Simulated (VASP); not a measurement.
# CdS (sol) (F-43m) in VASP: further runs, part 2 of 2

VASP 6.6.1. The steps go on from the part before.

## Step 3: Single point, PBEsol

This run uses another cell than the first one, of 24.70 Å³/atom, 0.969 times its volume.

INCAR

```
  ALGO = Normal
  EDIFF = 1E-6
  ENCUT = 500
  GGA = PS
  GGA_COMPAT = F
  ISIF = 2
  ISMEAR = 0
  LASPH = T
  LCHARG = F
  LREAL = F
  LWAVE = F
  NBANDS = 16
  NELM = 120
  PREC = Accurate
  SIGMA = 0.02
```

KPOINTS

```
k-points
0
Gamma
  8 8 8
```

POSCAR

```
CdS
1.0
    0.0000000000      2.9121733518      2.9121733518
    2.9121733518      0.0000000000      2.9121733518
    2.9121733518      2.9121733518      0.0000000000
Cd S
1 1
Direct
    0.0000000000      0.0000000000      0.0000000000
    0.7500000000      0.7500000000      0.7500000000
```

Potentials or basis: VASP PAW PBE potentials, release 64 (Cd, S).

Run with:

```bash
$ cat potpaw_PBE.64/Cd/POTCAR potpaw_PBE.64/S/POTCAR > POTCAR
$ mpirun -np 1 vasp_std > vasp.out
```

OUTCAR:

```text
EDIFF = 1E-6
   ENCUT = 500
   GGA = PS
   ISIF = 2
   ISMEAR = 0
   LASPH = T
   LREAL = F
   NELM = 120
   PREC = Accurate

 ion  position               nearest neighbor table
   1  0.000  0.000  0.000-   2 2.52   2 2.52   2 2.52   2 2.52
   2  0.750  0.750  0.750-   1 2.52   1 2.52   1 2.52   1 2.52

  LATTYP: Found a face centered cubic cell.
 ALAT       =     5.8243467036

  Lattice vectors:

 A1 = (   0.0000000000,   2.9121733518,   2.9121733518)
 A2 = (   2.9121733518,   0.0000000000,   2.9121733518)
 A3 = (   2.9121733518,   2.9121733518,   0.0000000000)

Analysis of symmetry for initial positions (statically):
=====================================================================
 Subroutine PRICEL returns:
 Original cell was already a primitive cell.

 Routine SETGRP: Setting up the symmetry group for a
 face centered cubic supercell.

 Subroutine GETGRP returns: Found 24 space group operations
 (whereof 24 operations were pure point group operations)
 out of a pool of 48 trial point group operations.

The static configuration has the point symmetry T_d .

Analysis of symmetry for dynamics (positions and initial velocities):
=====================================================================
 Subroutine PRICEL returns:
 Original cell was already a primitive cell.

 Routine SETGRP: Setting up the symmetry group for a
 face centered cubic supercell.

 Subroutine GETGRP returns: Found 24 space group operations
 (whereof 24 operations were pure point group operations)
 out of a pool of 48 trial point group operations.

The dynamic configuration has the point symmetry T_d .

 Subroutine INISYM returns: Found 24 space group operations
 (whereof 24 operations are pure point group operations),
 and found     1 'primitive' translations
[... 103 lines left out ...]
   POTIM  = 0.5000    time-step for ionic-motion
   TEBEG  =    0.0;   TEEND  =   0.0 temperature during run
   PSTRESS=    0.0 pullay stress
   NELECT =      18.0000    total number of electrons
   NUPDOWN=      -1.0000    fix difference up-down
   EMIN   =  10.00;   EMAX   =-10.00  energy-range for DOS
   EFERMI =   0.00;   METHOD = LEGACY
   ISMEAR =     0;   SIGMA  =   0.02  broadening in eV -4-tet -1-fermi 0-gaus
   EFERMI_NEDOS =   21; number of points for ismear=-14 and -15
   IALGO  =     38    algorithm
   IMIX   =      4    mixing-type and parameters
     AMIX     =   0.40;   BMIX     =  1.00
     AMIX_MAG =   1.60;   BMIX_MAG =  1.00
  volume/ion in A,a.u.               =      24.70       166.67
  Fermi-wavevector in a.u.,A,eV,Ry     =   1.169334  2.209720 18.603806  1.367341
  Thomas-Fermi vector in A             =   2.305808
   LORBIT       =      0    0 simple, 1 ext, 2 COOP (PROOUT), +10 PAW based schemes
   GGA     = PS    functional components
   LHFCALC =     F    Hartree Fock is set to
   AEXX    =    0.0000 exact exchange contribution
   IVDW    =     0    specifies the selected vdW correction
   LEPSILON=     F    determine dielectric tensor
   LRPA    =     F    only Hartree local field effects (RPA)
 non-spin polarized calculation
 Gauss-broadening in eV      SIGMA  =   0.02
  energy-cutoff  :      500.00
  volume of cell :       49.39
 maximum number of plane-waves:      1283
   NGX = 15   NGY = 15   NGZ = 15

 number of electron      18.0000004 magnetization

 Free energy of the ion-electron system (eV)
  ---------------------------------------------------
  ext. energy  EPLUGINS =         0.00000000
  ---------------------------------------------------
  free energy    TOTEN  =        -6.81303619 eV

  energy without entropy =       -6.81303619  energy(sigma->0) =       -6.81303619

 E-fermi :   1.4094     XC(G=0):  -9.3992

 val. band max:        1.2506788313   @ k =   0.0000   0.0000   0.0000
 cond. band min:       2.2678500716   @ k =   0.0000   0.0000   0.0000
 fundamental gap:      1.0171712403
 Fermi energy:         1.4093879629

 k-point     1 :       0.0000    0.0000    0.0000
  band No.  band energies     occupation
      1     -11.1619      2.00000
      2      -6.4956      2.00000
      3      -6.4956      2.00000
      4      -6.4956      2.00000
      5      -6.0012      2.00000
      6      -6.0012      2.00000
[... 433 lines left out ...]
      3      -6.2885      2.00000
      4      -6.0297      2.00000
      5      -5.9742      2.00000
      6      -5.4988      2.00000
[... 8 lines left out ...]
     15      13.4486      0.00000
     16      14.3845      0.00000

 [... further k-points ...]
[... 5 lines left out ...]
  --------------------------------------------------------------------------------------
  -------------------------------------------------------------------------------------
  Total        0.1187817      0.1187817      0.1187817      0.0000000      0.0000000      0.0000000
  in kB        3.8528163      3.8528163      3.8528163      0.0000000      0.0000000      0.0000000
  external PRESSURE =       3.8528163 kB  Pullay stress =       0.0000000 kB

 VOLUME and BASIS-vectors are now :
 -----------------------------------------------------------------------------
  energy-cutoff  :      500.00
  volume of cell :       49.39
      direct lattice vectors                 reciprocal lattice vectors
     0.000000000  2.912173352  2.912173352    -0.171693076  0.171693076  0.171693076
     2.912173352  0.000000000  2.912173352     0.171693076 -0.171693076  0.171693076
     2.912173352  2.912173352  0.000000000     0.171693076  0.171693076 -0.171693076

 POSITION                                       TOTAL-FORCE (eV/Angst)
 -----------------------------------------------------------------------------------
      0.00000      0.00000      0.00000        -0.000000     -0.000000     -0.000000
      4.36826      4.36826      4.36826         0.000000      0.000000      0.000000
 -----------------------------------------------------------------------------------
    total drift:                                0.000000      0.000000      0.000000

  FREE ENERGIE OF THE ION-ELECTRON SYSTEM (eV)
  ---------------------------------------------------
  free  energy   TOTEN  =        -6.8130361916 eV

  energy  without entropy=       -6.8130361916  energy(sigma->0) =       -6.81303619
```

stdout:

```text
POSCAR found type information on POSCAR CdS
 POSCAR found :  2 types and       2 ions
 scaLAPACK will be used
 -----------------------------------------------------------------------------
|                                                                             |
|                                                                             |
|     You enforced a specific xc type in the INCAR file but a different       |
|     I HOPE YOU KNOW WHAT YOU ARE DOING!                                     |
|                                                                             |
 -----------------------------------------------------------------------------

 LDA part: xc-table for (Slater+PW92), standard interpolation
 POSCAR, INCAR and KPOINTS ok, starting setup
 FFT: planning ... GRIDC
 FFT: planning ... GRID_SOFT
 FFT: planning ... GRID
 WAVECAR not read
 entering main loop
```

Run time: 12 s. Hardware: 1 thread of Intel Xeon Platinum 8559C (Emerald Rapids), shared host; peak memory 0.17 GiB.

Results:

- Free energy: -6.8130 eV
- Pressure: 0.4 GPa
- Band gap on the k mesh: 1.02 eV, direct

Caveat: the PAW data sets were made with another functional, which shifts forces and pressure a little. PBEsol gaps usually lie below the measured ones, often by a third to a half.

## Step 4: Relaxation of cell and atoms, PBEsol

INCAR

```
PREC = Accurate ; ENCUT = 500
EDIFF = 1E-7 ; ISMEAR = 0
SIGMA = 0.02 ; LREAL = False
LASPH = True ; NELM = 120
ALGO = Normal ; ISIF = 3
LWAVE = False ; LCHARG = False
GGA = PS ; IBRION = 2
NSW = 100 ; EDIFFG = -0.002
GGA_COMPAT = False ; NELMIN = 4
```

KPOINTS

```
Automatic mesh
0
Gamma
  8 8 8
```

POSCAR

```
CdS
1.0
    0.0000000000      2.9429534600      2.9429534600
    2.9429534600      0.0000000000      2.9429534600
    2.9429534600      2.9429534600      0.0000000000
Cd S
1 1
Direct
    0.0000000000      0.0000000000      0.0000000000
    0.7500000000      0.7500000000      0.7500000000
```

Potentials or basis: VASP PAW PBE potentials, release 64 (Cd, S).

Run with:

```bash
$ cat potpaw_PBE.64/Cd/POTCAR potpaw_PBE.64/S/POTCAR > POTCAR
$ mpirun -np 1 vasp_std > vasp.out
```

OUTCAR:

```text
PREC = Accurate
   ENCUT = 500
   EDIFF = 1E-7
   ISMEAR = 0
   LREAL = False
   LASPH = True
   NELM = 120
   ISIF = 3
   GGA = PS
   IBRION = 2
   NSW = 100
   EDIFFG = -0.002
   NELMIN = 4

 ion  position               nearest neighbor table
   1  0.000  0.000  0.000-   2 2.55   2 2.55   2 2.55   2 2.55
   2  0.750  0.750  0.750-   1 2.55   1 2.55   1 2.55   1 2.55

  LATTYP: Found a face centered cubic cell.
 ALAT       =     5.8859069200

  Lattice vectors:

 A1 = (   0.0000000000,   2.9429534600,   2.9429534600)
 A2 = (   2.9429534600,   0.0000000000,   2.9429534600)
 A3 = (   2.9429534600,   2.9429534600,   0.0000000000)

Analysis of symmetry for initial positions (statically):
=====================================================================
 Subroutine PRICEL returns:
 Original cell was already a primitive cell.

 Routine SETGRP: Setting up the symmetry group for a
 face centered cubic supercell.

 Subroutine GETGRP returns: Found 24 space group operations
 (whereof 24 operations were pure point group operations)
 out of a pool of 48 trial point group operations.

The static configuration has the point symmetry T_d .
[... 170 lines left out ...]
  Total       -0.4626642     -0.4626642     -0.4626642     -0.0000000     -0.0000000      0.0000000
  in kB      -14.5410675    -14.5410675    -14.5410675     -0.0000000     -0.0000000      0.0000000
  external PRESSURE =     -14.5410675 kB  Pullay stress =       0.0000000 kB
[... 131 lines left out ...]
--------------------------------------- Ionic step        5  -------------------------------------------

 number of electron      18.0000002 magnetization

 Free energy of the ion-electron system (eV)
  ---------------------------------------------------
  ext. energy  EPLUGINS =         0.00000000
  ---------------------------------------------------
  free energy    TOTEN  =        -6.81370129 eV

  energy without entropy =       -6.81370129  energy(sigma->0) =       -6.81370129

 E-fermi :   1.2765     XC(G=0):  -9.3682

 val. band max:        1.1936241050   @ k =   0.0000   0.0000   0.0000
 cond. band min:       2.1974620869   @ k =   0.0000   0.0000   0.0000
 fundamental gap:      1.0038379819
 Fermi energy:         1.2764691040

 k-point     1 :       0.0000    0.0000    0.0000
  band No.  band energies     occupation
      1     -11.1779      2.00000
      2      -6.5273      2.00000
      3      -6.5273      2.00000
      4      -6.5273      2.00000
      5      -6.0420      2.00000
      6      -6.0420      2.00000
      7       1.1936      2.00000
      8       1.1936      2.00000
      9       1.1936      2.00000
     10       2.1975      0.00000
     11       7.6389      0.00000
     12       7.6389      0.00000
     13       7.6389      0.00000
[... 354 lines left out ...]
  band No.  band energies     occupation
      1     -10.6751      2.00000
      2      -6.3631      2.00000
      3      -6.3238      2.00000
      4      -6.0696      2.00000
      5      -6.0155      2.00000
      6      -5.5475      2.00000
      7      -2.9802      2.00000
      8      -0.7768      2.00000
      9      -0.0451      2.00000
     10       5.4782      0.00000
     11       6.8828      0.00000
     12       8.3101      0.00000
     13       9.4526      0.00000

 [... further k-points ...]
[... 5 lines left out ...]
  --------------------------------------------------------------------------------------
  -------------------------------------------------------------------------------------
  Total       -0.0024503     -0.0024503     -0.0024503     -0.0000000     -0.0000000     -0.0000000
  in kB       -0.0789583     -0.0789583     -0.0789583     -0.0000000     -0.0000000     -0.0000000
  external PRESSURE =      -0.0789583 kB  Pullay stress =       0.0000000 kB
[... 17 lines left out ...]
  FREE ENERGIE OF THE ION-ELECTRON SYSTEM (eV)
  ---------------------------------------------------
  free  energy   TOTEN  =        -6.8137012949 eV

  energy  without entropy=       -6.8137012949  energy(sigma->0) =       -6.81370129

 reached required accuracy - stopping structural energy minimisation
```

OSZICAR:

```text
N       E                     dE             d eps       ncg     rms          rms(c)
DAV:   1     0.108440352109E+03    0.10844E+03   -0.89187E+03   778   0.123E+03
DAV:   2    -0.246599129502E+01   -0.11091E+03   -0.10611E+03   889   0.294E+02
DAV:   3    -0.727532415793E+01   -0.48093E+01   -0.47942E+01   909   0.631E+01
[... 42 lines left out ...]
DAV:   2    -0.681371147120E+01    0.77050E-04   -0.19606E-04   829   0.233E-01    0.250E-02
DAV:   3    -0.681370335406E+01    0.81171E-05   -0.22646E-05   804   0.580E-02    0.208E-02
DAV:   4    -0.681370170500E+01    0.16491E-05   -0.12895E-06   764   0.132E-02    0.412E-03
DAV:   5    -0.681370134321E+01    0.36179E-06   -0.25375E-07   624   0.841E-03    0.125E-03
DAV:   6    -0.681370129493E+01    0.48286E-07   -0.36982E-08   377   0.264E-03
   5 F= -.68137013E+01 E0= -.68137013E+01  d E =-.257076E-05
```

CONTCAR:

```text
CdS
   1.00000000000000
     0.0000000000000000    2.9185581367030062    2.9185581367030062
     2.9185581367030062    0.0000000000000000    2.9185581367030062
     2.9185581367030062    2.9185581367030062    0.0000000000000000
  Cd              S
     1     1
Direct
     0.0000000000000000    0.0000000000000000    0.0000000000000000
     0.7500000000000000    0.7500000000000000    0.7500000000000000

  0.00000000E+00  0.00000000E+00  0.00000000E+00
  0.00000000E+00  0.00000000E+00  0.00000000E+00
```

It took 31 s on 1 thread of Intel Xeon Platinum 8559C (Emerald Rapids), shared host; peak memory 0.17 GiB.

Results:

```
Free energy                            : -6.8137 eV
Relaxed volume                         : 24.86 Å³/atom
Relaxed cell                           : a = 4.127 Å, b = 4.127 Å, c = 4.127 Å, α = 60.00°, β = 60.00°, γ = 60.00°
Space group after relaxing (to 0.05 Å) : F-43m (No. 216)
Energy gained by relaxing              : 2.9 meV/atom
Ionic steps                            : 5
Pressure after relaxing                : 0.0 GPa
Band gap on the k mesh                 : 1.00 eV, direct
```

The path:
```csv
step,energy change (eV),largest force (eV/Å),pressure (GPa),volume (Å³)
1,0.0000,0.0000,-1.45,50.98
2,-0.0052,0.0000,0.54,49.29
3,-0.0059,0.0000,-0.02,49.71
4,-0.0059,0.0000,0.03,49.69
5,-0.0059,0.0000,-0.01,49.72
```

Final structure:
```
Cd S
1.0
     0.00000    2.91856    2.91856
     2.91856    0.00000    2.91856
     2.91856    2.91856    0.00000
Cd S
1 1
Direct
  0.00000 0.00000 0.00000
  0.75000 0.75000 0.75000
```

Caveat: the PAW data sets were made with another functional, which shifts forces and pressure a little.

## Step 5: Summary

| task | cell | k mesh | smearing | gap on the mesh (eV) | pressure (GPa) |
| --- | --- | --- | --- | --- | --- |
| single point | a = 4.162 Å, angles 60.0°, 2 atoms | 6 × 6 × 6 | gaussian 0.1 eV | 0.95 | -1.5 |
| single point | a = 4.118 Å, angles 60.0°, 2 atoms | 8 × 8 × 8 | gaussian 0.02 eV | 1.02 | 0.4 |
| relaxation of cell and atoms | relaxed from a = 4.162 Å, angles 60.0°, 2 atoms | 8 × 8 × 8 | gaussian 0.02 eV | 1.00 | 0.0 |

Alike in all rows: level PBEsol; potentials or basis VASP PAW PBE potentials, release 64 (Cd, S); no spin polarisation; cutoff (eV) 500.

Caveats: the PAW data sets were made with another functional, which shifts forces and pressure a little.

Absolute energies hang on the potentials; compare differences alone.
